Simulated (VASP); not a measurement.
Here is a VASP 6.6.1 calculation.

INCAR

```
SYSTEM = B4Ru
ALGO = Normal ; EDIFF = 1E-6
ENCUT = 520 ; GGA = PE
ISIF = 2 ; ISMEAR = 0
LASPH = .TRUE. ; LCHARG = .TRUE.
LELF = .TRUE. ; LREAL = .FALSE.
LVHAR = .TRUE. ; LWAVE = .FALSE.
NBANDS = 21 ; NELM = 60
PREC = Accurate ; SIGMA = 0.1
```

KPOINTS

```
k-points
0
G
  4 4 4
  0 0 0
```

The input POSCAR:

```
B4Ru
1.0
    3.4683702884      0.0000000000      0.0000000000
    0.0000000000      3.4683702884      0.0000000000
    0.0000000000      0.0000000000      3.4683702884
B Ru
4 1
Direct
    0.0000000000      0.0000000000      0.0000000000
    0.5000000000      0.0000000000      0.0000000000
    0.0000000000      0.5000000000      0.0000000000
    0.0000000000      0.0000000000      0.5000000000
    0.5000000000      0.5000000000      0.5000000000
```

Potentials or basis: VASP PAW PBE potentials, release 64 (B, Ru_pv).

Command:

```console
$ cat potpaw_PBE.64/B/POTCAR potpaw_PBE.64/Ru_pv/POTCAR > POTCAR
$ mpirun -np 1 vasp_std > vasp.out
```

**Question.** What does it give for the band gap on the k mesh?

**Answer.** Zero (band 13 reaches 9.86 eV, above the bottom of band 14 at 8.98 eV).

**Question.** What does it give for the pressure?

**Answer.** -0.3 GPa.

Caveat: the k points lie up to 0.45 Å⁻¹ apart.
